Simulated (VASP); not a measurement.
Runs of VASP 6.6.1 on BaCd3Se4. The structure is that of space group P-43m (No. 215), or close to it. The cells are those of the table. 

| cell | smearing | gap on the mesh (eV) | pressure (GPa) | largest force (eV/Å) |
| --- | --- | --- | --- | --- |
| a = 6.582 Å, 8 atoms | gaussian 0.15 eV | 0.93 | (a) | (b) |
| a = 6.482, b = 6.475, c = 6.473 Å, angles 89.9, 90.0, 90.4°, 8 atoms | gaussian 0.1 eV | 0.75 | 0.3 | 0.05 |
| a = 6.483 Å, 8 atoms | gaussian 0.15 eV | 0.75 | 0.2 | 0.04 |
| a = 6.474 Å, 8 atoms | gaussian 0.1 eV | 0.75 | 0.3 | - |

Alike in all rows: task single point; level PBE; potentials or basis VASP PAW PBE potentials, release 64 (Ba_sv, Cd, Se); no spin polarisation; k mesh 2 × 2 × 2; cutoff (eV) 520.

**Question.** Fill in the values left out.

**Answer.** (a) 0.7; (b) 0.19.

Caveats: all runs use coarse meshes; spin-orbit coupling is left out, which moves the levels of the heavy elements.

A k mesh can miss the band edges, and the runs leave out spin-orbit coupling on Ba, Cd, Se.
